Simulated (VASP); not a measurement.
Write the native input for VASP 6.6.1 that does the following.

- Task: single point
- Functional: HSE06
- Potentials or basis: VASP PAW PBE potentials, release 64 (Zr_sv, S)
- Cutoff: 400 eV
- k mesh: 6 × 6 × 4
- Occupations: gaussian, width 0.02 eV
- Spin: no spin polarisation
- Dipole correction: no
- Grid for exact exchange (PRECFOCK): Normal
- Further INCAR settings: ALGO = Normal; EDIFF = 1e-06; NBANDS = 19
- Share of exact exchange: 0.25
- Screening parameter: 0.2079 1/Å

The system is ZrS2.

```
CELL_PARAMETERS angstrom
3.68125 0.00000 0.00000
-1.84062 3.18805 0.00000
0.00000 0.00000 6.91886
ATOMIC_POSITIONS crystal
Zr 0.00000 0.00000 0.00000
S 0.66667 0.33333 0.79313
S 0.33333 0.66667 0.20687
```

The input as run:

POSCAR

```
ZrS2
1.0
    3.6812453943      0.0000000000      0.0000000000
   -1.8406226972      3.1880520290      0.0000000000
    0.0000000000      0.0000000000      6.9188613163
Zr S
1 2
Direct
    0.0000000000      0.0000000000      0.0000000000
    0.6666666667      0.3333333333      0.7931291307
    0.3333333333      0.6666666667      0.2068708693
```

INCAR.step1

```
PREC = Accurate ; ENCUT = 400
EDIFF = 1E-5 ; ISMEAR = 0
SIGMA = 0.02 ; LREAL = False
LASPH = True ; NELM = 120
ALGO = Normal ; ISIF = 2
LWAVE = True ; GGA = PE
NBANDS = 19 ; GGA_COMPAT = False
KPAR = 4
```

INCAR.step2

```
PREC = Accurate ; ENCUT = 400
EDIFF = 1E-6 ; ISMEAR = 0
SIGMA = 0.02 ; LREAL = False
LASPH = True ; NELM = 120
ALGO = Normal ; ISIF = 2
LWAVE = False ; LCHARG = True
GGA = PE ; LHFCALC = True
HFSCREEN = 0.2079 ; PRECFOCK = Normal
LVHAR = True ; ISTART = 1
NBANDS = 19 ; GGA_COMPAT = False
KPAR = 4
```

KPOINTS

```
Automatic mesh
0
Gamma
  6 6 4
```

Potentials or basis: VASP PAW PBE potentials, release 64 (Zr_sv, S).

Launch:

```console
$ cat potpaw_PBE.64/Zr_sv/POTCAR potpaw_PBE.64/S/POTCAR > POTCAR
$ cp INCAR.step1 INCAR
$ mpirun -np 4 vasp_std > vasp.out
$ cp INCAR.step2 INCAR
$ mpirun -np 4 vasp_std > vasp.out
```

It gave:

The pressure is -0.2 GPa. The largest force is 0.004 eV/Å. The band gap on the k mesh is 2.00 eV (least direct gap 2.60 eV).

Caveat: the PAW data sets were made with another functional, which shifts forces and pressure a little; this functional lacks dispersion, which binds the layers, so the pressure and a relaxed spacing across them are unreliable.

Wall time 21 min on 4 MPI ranks on AMD EPYC 7R43 64-Core Processor (Zen 3), on a shared host, peak memory 0.26 GiB a rank.
